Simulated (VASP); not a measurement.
Input of a VASP 6.6.1 run:

File INCAR:

```
SYSTEM = ZnCu
  PREC = Accurate
  ENCUT = 520
  EDIFF = 1E-7
  ISMEAR = 0
  SIGMA = 0.15
  LREAL = .False.
  LASPH = .True.
  NELM = 80
  ALGO = Fast
  ISIF = 2
  LWAVE = .False.
  LCHARG = .False.
  GGA = PE
  NBANDS = 18
```

KPOINTS

```
Automatic mesh
0
Gamma
  18 18 18
  0 0 0
```

The input POSCAR:

```
ZnCu
1.0
    2.5726944686      0.0000000000      0.0000000000
    0.0000000000      2.5726944686      0.0000000000
    0.0000000000      0.0000000000      3.8590417030
Zn Cu
1 1
Direct
    0.5000000000      0.5000000000      0.5000000000
    0.0000000000      0.0000000000      0.0000000000
```

Potentials or basis: VASP PAW PBE potentials, release 64 (Zn, Cu).

Launch:

```bash
$ cat potpaw_PBE.64/Zn/POTCAR potpaw_PBE.64/Cu/POTCAR > POTCAR
$ mpirun -np 1 vasp_std > vasp.out
```

Estimate the band gap on the k mesh.

zero (an odd number of electrons rules out a gap without spin polarisation).

Estimate the pressure.

3.0 GPa.

Stress tensor (GPa, compression positive):
```
 4.54  0.00  0.00
 0.00  4.54  0.00
 0.00  0.00 -0.10
```
